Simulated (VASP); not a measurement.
# Si3F (Fm-3m) in VASP: a series of runs, part 2 of 2

VASP 6.6.1. The steps go on from the part before.

## 3. Single point, PBE

This run uses another cell than the first one, of 15.10 Å³/atom.

The input, INCAR:

```
SYSTEM = Si3F
PREC = Accurate ; ENCUT = 520
EDIFF = 1E-7 ; ISMEAR = 0
SIGMA = 0.1 ; LREAL = .False.
LASPH = .True. ; NELM = 100
ALGO = Normal ; ISIF = 2
LWAVE = .False. ; LCHARG = .False.
GGA = PE ; NBANDS = 18
```

The input, KPOINTS:

```
Automatic mesh
0
Gamma
  6 6 6
  0 0 0
```

The input, POSCAR:

```
Si3F
1.0
    0.0000000000      3.1144349200      3.1144349200
    3.1144349200      0.0000000000      3.1144349200
    3.1144349200      3.1144349200      0.0000000000
Si F
3 1
Direct
    0.7500000000      0.7500000000      0.7500000000
    0.2500000000      0.2500000000      0.2500000000
    0.0000000000      0.0000000000      0.0000000000
    0.5000000000      0.5000000000      0.5000000000
```

Potentials or basis: VASP PAW PBE potentials, release 64 (Si, F).

Command:

```bash
$ cat potpaw_PBE.64/Si/POTCAR potpaw_PBE.64/F/POTCAR > POTCAR
$ mpirun -np 1 vasp_std > vasp.out
```

OUTCAR:

```text
SYSTEM = Si3F
   PREC = Accurate
   ENCUT = 520
   EDIFF = 1E-7
   ISMEAR = 0
   LREAL = .False.
   LASPH = .True.
   NELM = 100
   ISIF = 2
   GGA = PE

 ion  position               nearest neighbor table
   1  0.750  0.750  0.750-   3 2.70   3 2.70   3 2.70   3 2.70   2 3.11   2 3.11   2 3.11   2 3.11
                             2 3.11   2 3.11
   2  0.250  0.250  0.250-   3 2.70   3 2.70   3 2.70   3 2.70   1 3.11   1 3.11   1 3.11   1 3.11
                             1 3.11   1 3.11
   3  0.000  0.000  0.000-   1 2.70   1 2.70   1 2.70   2 2.70   2 2.70   2 2.70   2 2.70   1 2.70

   4  0.500  0.500  0.500-

  LATTYP: Found a face centered cubic cell.
 ALAT       =     6.2288698400

  Lattice vectors:

 A1 = (   0.0000000000,   3.1144349200,   3.1144349200)
 A2 = (   3.1144349200,   0.0000000000,   3.1144349200)
 A3 = (   3.1144349200,   3.1144349200,   0.0000000000)

Analysis of symmetry for initial positions (statically):
=====================================================================
 Subroutine PRICEL returns:
 Original cell was already a primitive cell.

 Routine SETGRP: Setting up the symmetry group for a
 face centered cubic supercell.

 Subroutine GETGRP returns: Found 48 space group operations
 (whereof 48 operations were pure point group operations)
 out of a pool of 48 trial point group operations.

The static configuration has the point symmetry O_h .

Analysis of symmetry for dynamics (positions and initial velocities):
=====================================================================
 Subroutine PRICEL returns:
 Original cell was already a primitive cell.

 Routine SETGRP: Setting up the symmetry group for a
 face centered cubic supercell.

 Subroutine GETGRP returns: Found 48 space group operations
 (whereof 48 operations were pure point group operations)
 out of a pool of 48 trial point group operations.

The dynamic configuration has the point symmetry O_h .

 Subroutine INISYM returns: Found 48 space group operations
 (whereof 48 operations are pure point group operations),
 and found     1 'primitive' translations

----------------------------------------------------------------------------------------

                                     Primitive cell

  volume of cell :      60.4182

  direct lattice vectors                    reciprocal lattice vectors
     0.000000000  3.114434920  3.114434920    -0.160542767  0.160542767  0.160542767
     3.114434920  0.000000000  3.114434920     0.160542767 -0.160542767  0.160542767
     3.114434920  3.114434920  0.000000000     0.160542767  0.160542767 -0.160542767

  length of vectors
     4.404476103  4.404476103  4.404476103     0.278068229  0.278068229  0.278068229

  position of ions in fractional coordinates (direct lattice)
     0.750000000  0.750000000  0.750000000
     0.250000000  0.250000000  0.250000000
     0.000000000  0.000000000  0.000000000
     0.500000000  0.500000000  0.500000000

  ion indices of the primitive-cell ions
   primitive index   ion index
                 1           1
                 2           2
                 3           3
                 4           4

----------------------------------------------------------------------------------------

 KPOINTS: Automatic mesh

Automatic generation of k-mesh.
[... 23 lines left out ...]
  0.000000  0.000000  0.000000      1.000000
  0.166667  0.000000  0.000000      8.000000
  0.333333  0.000000  0.000000      8.000000
  0.500000  0.000000  0.000000      4.000000
  0.166667  0.166667  0.000000      6.000000
  0.333333  0.166667  0.000000     24.000000
[... 8 lines left out ...]
 -0.333333  0.333333  0.166667     24.000000
 -0.333333  0.500000  0.166667     12.000000
   k-points           NKPTS =     16   k-points in BZ     NKDIM =     16   number of bands    NBANDS=     18
   number of dos      NEDOS =    301   number of ions     NIONS =      4
   total plane-waves  NPLWV =  46656
   dimension x,y,z NGX =    36 NGY =   36 NGZ =   36
   dimension x,y,z NGXF=    72 NGYF=   72 NGZF=   72
   ions per type =               3   1
   NGX,Y,Z   is equivalent  to a cutoff of  13.59, 13.59, 13.59 a.u.
   NGXF,Y,Z  is equivalent  to a cutoff of  27.18, 27.18, 27.18 a.u.
 SYSTEM =  Si3F
   PREC   = accura    normal or accurate (medium, high low for compatibility)
   ISTART =      0    job   : 0-new  1-cont  2-samecut
   ICHARG =      2    charge: 1-file 2-atom 10-const
   ISPIN  =      1    spin polarized calculation?
   LNONCOLLINEAR =      F non collinear calculations
   LSORBIT =      F    spin-orbit coupling
   LASPH  =      T    aspherical Exc in radial PAW
   ENCUT  =  520.0 eV  38.22 Ry    6.18 a.u.   8.19  8.19  8.19*2*pi/ulx,y,z
   NELM   =    100;   NELMIN=  2; NELMDL= -5     # of ELM steps
   EDIFF  = 0.1E-06   stopping-criterion for ELM
   LREAL  =      F    real-space projection
   EDIFFG = 0.1E-05   stopping-criterion for IOM
   NSW    =      0    number of steps for IOM
   IBRION =     -1    ionic relax: 0-MD 1-quasi-New 2-CG
   NFREE  =      0    steps in history (QN), initial steepest desc. (CG)
   ISIF   =      2    stress and relaxation
   ISYM   =      2    0-nonsym 1-usesym 2-fastsym
   POTIM  = 0.5000    time-step for ionic-motion
   TEBEG  =    0.0;   TEEND  =   0.0 temperature during run
   PSTRESS=    0.0 pullay stress
   NELECT =      19.0000    total number of electrons
   NUPDOWN=      -1.0000    fix difference up-down
   EMIN   =  10.00;   EMAX   =-10.00  energy-range for DOS
   EFERMI =   0.00;   METHOD = LEGACY
   ISMEAR =     0;   SIGMA  =   0.10  broadening in eV -4-tet -1-fermi 0-gaus
   EFERMI_NEDOS =   21; number of points for ismear=-14 and -15
   IALGO  =     38    algorithm
   IMIX   =      4    mixing-type and parameters
     AMIX     =   0.40;   BMIX     =  1.00
     AMIX_MAG =   1.60;   BMIX_MAG =  1.00
  volume/ion in A,a.u.               =      15.10       101.93
  Fermi-wavevector in a.u.,A,eV,Ry     =   1.113278  2.103789 16.862882  1.239387
  Thomas-Fermi vector in A             =   2.249861
   LORBIT       =      0    0 simple, 1 ext, 2 COOP (PROOUT), +10 PAW based schemes
   GGA     = PE    functional components
   LHFCALC =     F    Hartree Fock is set to
   AEXX    =    0.0000 exact exchange contribution
   IVDW    =     0    specifies the selected vdW correction
   LEPSILON=     F    determine dielectric tensor
   LRPA    =     F    only Hartree local field effects (RPA)
 non-spin polarized calculation
 Gauss-broadening in eV      SIGMA  =   0.10
  energy-cutoff  :      520.00
  volume of cell :       60.42
 maximum number of plane-waves:      1660
 NGX is ok and might be reduce to    36
   NGX = 17   NGY = 17   NGZ = 17

 number of electron      19.0000006 magnetization

 Free energy of the ion-electron system (eV)
  ---------------------------------------------------
  ext. energy  EPLUGINS =         0.00000000
  ---------------------------------------------------
  free energy    TOTEN  =       -18.58170037 eV

  energy without entropy =      -18.57360311  energy(sigma->0) =      -18.57765174

 E-fermi :   6.7847     XC(G=0): -10.5023

 val. band max:        6.7627127994   @ k =   0.5000   0.1667   0.0000
 cond. band min:       6.8484126997   @ k =   0.1667   0.0000   0.0000
 fundamental gap:      0.0856999003
 Fermi energy:         6.7846873813

 k-point     1 :       0.0000    0.0000    0.0000
  band No.  band energies     occupation
      1     -15.8243      2.00000
      2      -4.6814      2.00000
      3       2.1841      2.00000
      4       2.1841      2.00000
      5       2.1841      2.00000
      6       3.6349      2.00000
[... 313 lines left out ...]
      5       1.7010      2.00000
      6       2.8151      2.00000
[... 10 lines left out ...]
     17      16.4753      0.00000
     18      16.6251      0.00000

------------------------ aborting loop because EDIFF is reached ----------------------------------------

  FORCE on cell =-STRESS in cart. coord.  units (eV):
  Direction    XX          YY          ZZ          XY          YZ          ZX
  --------------------------------------------------------------------------------------
  -------------------------------------------------------------------------------------
  Total       -3.2400533     -3.2400533     -3.2400533     -0.0000000      0.0000000     -0.0000000
  in kB      -85.9201363    -85.9201363    -85.9201363     -0.0000000      0.0000000     -0.0000000
  external PRESSURE =     -85.9201363 kB  Pullay stress =       0.0000000 kB

 VOLUME and BASIS-vectors are now :
 -----------------------------------------------------------------------------
  energy-cutoff  :      520.00
  volume of cell :       60.42
      direct lattice vectors                 reciprocal lattice vectors
     0.000000000  3.114434920  3.114434920    -0.160542767  0.160542767  0.160542767
     3.114434920  0.000000000  3.114434920     0.160542767 -0.160542767  0.160542767
     3.114434920  3.114434920  0.000000000     0.160542767  0.160542767 -0.160542767

 POSITION                                       TOTAL-FORCE (eV/Angst)
 -----------------------------------------------------------------------------------
      4.67165      4.67165      4.67165         0.000000      0.000000      0.000000
      1.55722      1.55722      1.55722        -0.000000     -0.000000     -0.000000
      0.00000      0.00000      0.00000        -0.000000      0.000000     -0.000000
      3.11443      3.11443      3.11443        -0.000000      0.000000     -0.000000
 -----------------------------------------------------------------------------------
    total drift:                                0.000000      0.000000      0.000000

  FREE ENERGIE OF THE ION-ELECTRON SYSTEM (eV)
  ---------------------------------------------------
  free  energy   TOTEN  =       -18.5817003695 eV

  energy  without entropy=      -18.5736031135  energy(sigma->0) =      -18.57765174
```

stdout:

```text
POSCAR found type information on POSCAR SiF
 POSCAR found :  2 types and       4 ions
 scaLAPACK will be used
 LDA part: xc-table for (Slater+PW92), standard interpolation
 POSCAR, INCAR and KPOINTS ok, starting setup
 FFT: planning ... GRIDC
 FFT: planning ... GRID_SOFT
 FFT: planning ... GRID
 WAVECAR not read
 entering main loop
```

It took 37 s on 1 thread of Intel Xeon 8259CL, shared host; peak memory 0.19 GiB.

Results:

* Free energy: -18.5817 eV
* Pressure: -8.6 GPa
* Band gap on the k mesh: zero (an odd number of electrons rules out a gap without spin polarisation)

Levels at points of the mesh, in eV from the Fermi level:
```tsv
k point	band 5	band 6	band 7	band 8	band 9	band 10	band 11	band 12	band 13	band 14
(0.00, 0.00, 0.00)	-4.60	-3.15	-1.46	-1.46	-1.46	-0.82	-0.82	-0.82	-0.41	4.51
(0.50, 0.00, 0.00)	-4.85	-4.15	-2.68	-2.65	-2.65	0.72	0.72	1.28	5.28	5.28
(0.50, 0.50, 0.00)	-5.93	-5.93	-2.91	-1.95	-1.95	0.53	3.90	3.90	5.50	5.95
```

Caveat: the cell stands under tension; an odd number of electrons without spin polarisation forces a metal; a magnetic or distorted state may lie lower.

## 4. Relaxation of cell and atoms, PBE

This run uses another cell than the first one, of 15.10 Å³/atom.

The input, INCAR:

```
SYSTEM = Si3F
ALGO     = Normal         ! electronic algorithm
EDIFF    = 1E-6           ! SCF threshold, eV
EDIFFG   = -0.04          ! ionic threshold
ENCUT    = 600            ! plane-wave cutoff, eV
GGA      = PE             ! functional
IBRION   = 2              ! ionic algorithm
ISIF     = 3              ! what is computed and relaxed
ISMEAR   = 0              ! smearing method
LASPH    = .TRUE.         ! aspherical terms in the spheres
LCHARG   = .FALSE.        ! write CHGCAR
LREAL    = .FALSE.        ! projectors in reciprocal space
LWAVE    = .FALSE.        ! write WAVECAR
NELM     = 80             ! most SCF steps
NSW      = 90             ! ionic steps
PREC     = Accurate       ! precision mode
SIGMA    = 0.1            ! smearing width, eV
```

The input, KPOINTS:

```
k-points
0
G
  6 6 6
  0 0 0
```

POSCAR is that of step 3.

Command:

```bash
$ cat potpaw_PBE.64/Si/POTCAR potpaw_PBE.64/F/POTCAR > POTCAR
$ mpirun -np 1 vasp_std > vasp.out
```

It took 65 s on 1 thread of Intel Xeon 8259CL, shared host; peak memory 0.2 GiB.

It converged, with:

| Quantity | Value |
| --- | --- |
| Free energy | -18.7785 eV |
| Relaxed volume | 13.41 Å³/atom |
| Relaxed cell | a = 4.233 Å, b = 4.233 Å, c = 4.233 Å, α = 60.00°, β = 60.00°, γ = 60.00° |
| Space group after relaxing (to 0.1 Å) | Fm-3m (No. 225) |
| Energy gained by relaxing | 48.8 meV/atom |
| Ionic steps | 2 |
| Pressure after relaxing | 0.5 GPa |
| Band gap on the k mesh | zero (an odd number of electrons rules out a gap without spin polarisation) |

The path:
| step | energy change (eV) | largest force (eV/Å) | pressure (GPa) | volume (Å³) |
| --- | --- | --- | --- | --- |
| 1 | 0.0000 | 0.0000 | -8.57 | 60.42 |
| 2 | -0.1953 | 0.0000 | 0.45 | 53.63 |

Final structure:
```yaml
crystal:
  lattice:
    - [0.00000, 2.99305, 2.99305]
    - [2.99305, 0.00000, 2.99305]
    - [2.99305, 2.99305, 0.00000]
  atoms:
    - { symbol: Si, position: [0.75000, 0.75000, 0.75000] }
    - { symbol: Si, position: [0.25000, 0.25000, 0.25000] }
    - { symbol: Si, position: [0.00000, 0.00000, 0.00000] }
    - { symbol: F, position: [0.50000, 0.50000, 0.50000] }
```

Levels at points of the mesh, in eV from the Fermi level:
```
           k point  band 6  band 7  band 8  band 9  band 10  band 11  band 12  band 13
(0.00, 0.00, 0.00)   -2.66   -1.90   -1.90   -1.90    -1.08    -1.08    -1.08     0.50
(0.50, 0.00, 0.00)   -4.42   -3.17   -3.17   -2.69     0.55     0.55     1.67     5.48
(0.50, 0.50, 0.00)   -6.17   -3.31   -2.31   -2.31     0.49     4.16     4.16     6.43
```

Caveat: an odd number of electrons without spin polarisation forces a metal; a magnetic or distorted state may lie lower.

## 5. Overview

| task | cell | cutoff (eV) | gap on the mesh (eV) | pressure (GPa) |
| --- | --- | --- | --- | --- |
| single point | a = 4.242 Å, angles 60.0°, 4 atoms | 520 | none | -0.1 |
| single point | a = 4.404 Å, angles 60.0°, 4 atoms | 520 | none | -8.6 |
| relaxation of cell and atoms | relaxed from a = 4.404 Å, angles 60.0°, 4 atoms | 600 | none | 0.5 |

Alike in all rows: level PBE; potentials or basis VASP PAW PBE potentials, release 64 (Si, F); no spin polarisation; k mesh 6 × 6 × 6; smearing gaussian 0.1 eV.

Caveats: an odd number of electrons without spin polarisation forces a metal; a magnetic or distorted state may lie lower; the cell stands under tension (at least some runs).

Absolute energies hang on the potentials; compare differences alone.

The gap in the log of VASP goes by the Fermi energy; the results here count the filled bands.